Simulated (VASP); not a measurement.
CsH: single point with HSE06

The system is CsH.

```xyz
2
Lattice="3.8131 0.0000 0.0000 0.0000 3.8131 0.0000 0.0000 0.0000 3.8131" Properties=species:S:1:pos:R:3 pbc="T T T"
Cs    0.0000    0.0000    0.0000
H     1.9065    1.9065    1.9065
```

```
Program                            : VASP 6.6.1
Task                               : single point
Functional                         : HSE06
Potentials or basis                : VASP PAW PBE potentials, release 64 (Cs_sv, H)
Cutoff                             : 520 eV
k mesh                             : 4 × 4 × 4
Occupations                        : gaussian, width 0.01 eV
Spin                               : no spin polarisation
Dipole correction                  : no
Grid for exact exchange (PRECFOCK) : Normal
Further INCAR settings             : ALGO = Normal; EDIFF = 1e-06; NBANDS = 12
Share of exact exchange            : 0.25
Screening parameter                : 0.2079 1/Å
```

The pressure is 0.2 GPa. The band gap on the k mesh is 3.58 eV (least direct gap 3.63 eV).

Levels at points of the mesh, in eV from the valence-band top:
```
           k point  band 1  band 2  band 3  band 4  band 5  band 6  band 7  band 8  band 9  band 10
(0.00, 0.00, 0.00)  -23.37   -8.38   -8.38   -8.38   -2.14    4.37    4.37    8.44   10.79    10.79
(0.50, 0.00, 0.00)  -23.20  -10.03   -8.22   -8.22   -0.31    3.58    5.21    7.21    7.21    10.76
(0.50, 0.50, 0.00)  -23.03   -9.66   -9.66   -8.07   -1.33    5.52    7.48    7.86    7.86     8.22
(0.50, 0.50, 0.50)  -22.88   -9.42   -9.42   -9.42    0.00    3.63    3.63    3.63   12.97    12.97
```

It took 2.3 min on 1 thread of Intel(R) Xeon(R) Platinum 8259CL CPU @ 2.50GHz (Skylake/Cascade Lake), on a shared host, peak memory 0.26 GiB.

Caveat: the structure was generated, so it needn't be the stable form of CsH; the PAW data sets were made with another functional, which shifts forces and pressure a little; spin-orbit coupling is left out, which moves the levels of the heavy elements. A k mesh can miss the band edges.
